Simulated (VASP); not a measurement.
A run of VASP 6.6.1 is set up as follows.

INCAR

```
  ALGO = Normal
  EDIFF = 1E-6
  ENCUT = 600
  GGA = PE
  GGA_COMPAT = F
  ISIF = 2
  ISMEAR = 0
  LASPH = T
  LCHARG = F
  LMAXMIX = 6
  LREAL = F
  LWAVE = F
  NBANDS = 15
  NELM = 200
  PREC = Accurate
  SIGMA = 0.1
```

The input KPOINTS:

```
k-points
0
Gamma
  6 6 4
```

The input POSCAR:

```
TmF
1.0
    3.1956979600      0.0000000000      0.0000000000
   -1.5978489800      2.7675556200      0.0000000000
    0.0000000000      0.0000000000      5.1009276400
Tm F
1 1
Direct
    0.6666666700      0.3333333300      0.0000000000
    0.0000000000      0.0000000000      0.5000000000
```

Potentials or basis: VASP PAW PBE potentials, release 64 (Tm_3, F), 4f in core.

The run is started by

```bash
$ cat potpaw_PBE.64/Tm_3/POTCAR potpaw_PBE.64/F/POTCAR > POTCAR
$ mpirun -np 1 vasp_std > vasp.out
```

(1) Predict the pressure.

(2) Estimate the band gap on the k mesh.

Results:

(1) -5.6 GPa.

(2) zero (bands 8 and 9 overlap by 0.47 eV).

Caveat: the k points lie up to 0.38 Å⁻¹ apart; spin-orbit coupling is left out, which moves the levels of the heavy elements; the 4f electrons are frozen in the core, so they carry no moment and show no levels; the run has no spin polarisation, though such a crystal can be magnetic.
